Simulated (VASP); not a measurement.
Wanted: the native input for a VASP 6.6.1 run.

- Task: single point
- Functional: r2SCAN
- Potentials or basis: VASP PAW PBE potentials, release 64 (Mo_sv, S)
- Cutoff: 520 eV
- k mesh: 12 × 12 × 4
- Occupations: fermi-dirac, width 0.1 eV
- Spin: no spin polarisation
- Dipole correction: no
- Further INCAR settings: ALGO = Normal; EDIFF = 1e-06; NBANDS = 35

MoS2:

```xyz
6
Lattice="3.1844 0.0000 0.0000 -1.5922 2.7578 0.0000 0.0000 0.0000 12.9738" Properties=species:S:1:pos:R:3 pbc="T T T"
Mo    0.0000    1.8385    3.2434
Mo    1.5922    0.9193    9.7303
S     0.0000    1.8385    8.1777
S     1.5922    0.9193    1.6908
S     0.0000    1.8385   11.2830
S     1.5922    0.9193    4.7961
```

One way to write it, as run:

POSCAR

```
MoS2
1.0
    3.1844339342      0.0000000000      0.0000000000
   -1.5922169671      2.7578006837      0.0000000000
    0.0000000000      0.0000000000     12.9737533986
Mo S
2 4
Direct
    0.3333333333      0.6666666667      0.2500000000
    0.6666666667      0.3333333333      0.7500000000
    0.3333333333      0.6666666667      0.6303230627
    0.6666666667      0.3333333333      0.1303230627
    0.3333333333      0.6666666667      0.8696769373
    0.6666666667      0.3333333333      0.3696769373
```

INCAR.step1

```
SYSTEM = MoS2
ALGO = Normal
EDIFF = 1E-4
ENCUT = 520
GGA = PE
ISMEAR = -1
LASPH = .TRUE.
LCHARG = .FALSE.
LREAL = .FALSE.
LWAVE = .TRUE.
NBANDS = 35
NELM = 60
PREC = Accurate
SIGMA = 0.1
```

INCAR.step2

```
SYSTEM = MoS2
ALGO = Normal
EDIFF = 1E-6
ENCUT = 520
ISIF = 2
ISMEAR = -1
ISTART = 1
LASPH = .TRUE.
LCHARG = .FALSE.
LMIXTAU = .TRUE.
LREAL = .FALSE.
LWAVE = .FALSE.
METAGGA = R2SCAN
NBANDS = 35
NELM = 60
PREC = Accurate
SIGMA = 0.1
```

KPOINTS

```
k-points
0
G
  12 12 4
  0 0 0
```

Potentials or basis: VASP PAW PBE potentials, release 64 (Mo_sv, S).

Command:

```console
$ cat potpaw_PBE.64/Mo_sv/POTCAR potpaw_PBE.64/S/POTCAR > POTCAR
$ cp INCAR.step1 INCAR
$ mpirun -np 1 vasp_std > vasp.out
$ cp INCAR.step2 INCAR
$ mpirun -np 1 vasp_std > vasp.out
```

Results of the run:

| Quantity | Value |
| --- | --- |
| Pressure | 0.0 GPa |
| Band gap on the k mesh | 1.18 eV (least direct gap 1.73 eV) |

Caveat: the PAW data sets were made with another functional, which shifts forces and pressure a little.

Wall time 14 min on 1 thread of Intel Xeon 8259CL, with other jobs on the host, peak memory 0.35 GiB.
